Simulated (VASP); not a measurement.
Write the native input for VASP 6.6.1 that does the following.

```
Task                   : single point
Functional             : PBE
Potentials or basis    : VASP PAW PBE potentials, release 64 (Al, H)
Cutoff                 : 520 eV
k mesh                 : 9 × 9 × 1
Occupations            : gaussian, width 0.1 eV
Spin                   : no spin polarisation
Dipole correction      : yes
Further INCAR settings : ALGO = Normal; EDIFF = 1e-07; NBANDS = 25
```

The structure of Al9H lies in POSCAR:

```
Al9H
1.0
    2.8535431556      0.0000000000      0.0000000000
   -1.4267715778      2.4712408635      0.0000000000
    0.0000000000      0.0000000000     34.2605580981
Al H
9 1
Direct
    0.3333333333      0.6666666666      0.1167523304
    0.0000000000      0.0000000000      0.1852090274
    0.6666666667      0.3333333333      0.2536657244
    0.0000000000      0.0000000000      0.3221224214
    0.3333333333      0.6666666666      0.3899858430
    0.0000000000      0.0000000000      0.4578168584
    0.6666666667      0.3333333333      0.5268325047
    0.0000000000      0.0000000000      0.5950901730
    0.3340050129      0.6670025065      0.6611728498
    0.3333333333      1.1666666666      0.6942602355
```

These files were run (other wordings do the same):

INCAR

```
SYSTEM = Al9H
PREC = Accurate ; ENCUT = 520
EDIFF = 1E-7 ; ISMEAR = 0
SIGMA = 0.1 ; LREAL = .FALSE.
LASPH = .TRUE. ; NELM = 80
ALGO = Normal ; ISIF = 2
LWAVE = .FALSE. ; LCHARG = .FALSE.
LDIPOL = .TRUE. ; IDIPOL = 3
DIPOL = 0.5 0.5 0.420 ; GGA = PE
NBANDS = 25
```

KPOINTS

```
Automatic mesh
0
G
  9 9 1
  0 0 0
```

Potentials or basis: VASP PAW PBE potentials, release 64 (Al, H).

Command:

```console
$ cat potpaw_PBE.64/Al/POTCAR potpaw_PBE.64/H/POTCAR > POTCAR
$ mpirun -np 1 vasp_std > vasp.out
```

Results of the run:

The largest force is 0.133 eV/Å. The band gap on the k mesh is zero (bands 14 and 15 overlap by 3.75 eV).

Wall time 4.4 min on 1 thread of Intel(R) Xeon(R) 6975P-C (Granite Rapids), with other jobs on the host, peak memory 0.4 GiB.
